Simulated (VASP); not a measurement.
A run of VASP 6.6.1 is set up as follows.

The input INCAR:

```
SYSTEM = ZrAl3N4
  PREC = Accurate
  ENCUT = 600
  EDIFF = 1E-6
  ISMEAR = 0
  SIGMA = 0.1
  LREAL = .FALSE.
  LASPH = .TRUE.
  NELM = 120
  ALGO = Normal
  ISIF = 2
  LWAVE = .FALSE.
  LCHARG = .TRUE.
  GGA = PE
  LELF = .TRUE.
  LVHAR = .TRUE.
  NBANDS = 30
  GGA_COMPAT = .FALSE.
```

KPOINTS

```
regular mesh
0
G
  8 8 12
  0 0 0
```

The input POSCAR:

```
ZrAl3N4
1.0
    3.0517933215     -4.2292006051      0.0000000000
    3.0517933215      4.2292006051      0.0000000000
    0.0000000000      0.0000000000      2.9675984066
Zr Al N
1 3 4
Direct
    0.5000000000      0.5000000000      0.5000000000
    0.0000000000      0.5000000000      0.0000000000
    0.5000000000      0.0000000000      0.0000000000
    0.0000000000      0.0000000000      0.5000000000
    0.7758608640      0.7758608640      0.0000000000
    0.2241391360      0.2241391360      0.0000000000
    0.7599549578      0.2400450422      0.5000000000
    0.2400450422      0.7599549578      0.5000000000
```

Potentials or basis: VASP PAW PBE potentials, release 64 (Zr_sv, Al, N).

Launch:

```bash
$ cat potpaw_PBE.64/Zr_sv/POTCAR potpaw_PBE.64/Al/POTCAR potpaw_PBE.64/N/POTCAR > POTCAR
$ mpirun -np 1 vasp_std > vasp.out
```

(1) What does it give for the pressure?

(2) What does it give for the band gap on the k mesh?

(3) What does it give for the largest force?

Answers

(1) -0.2 GPa.

(2) zero (an odd number of electrons rules out a gap without spin polarisation).

(3) 0.022 eV/Å.
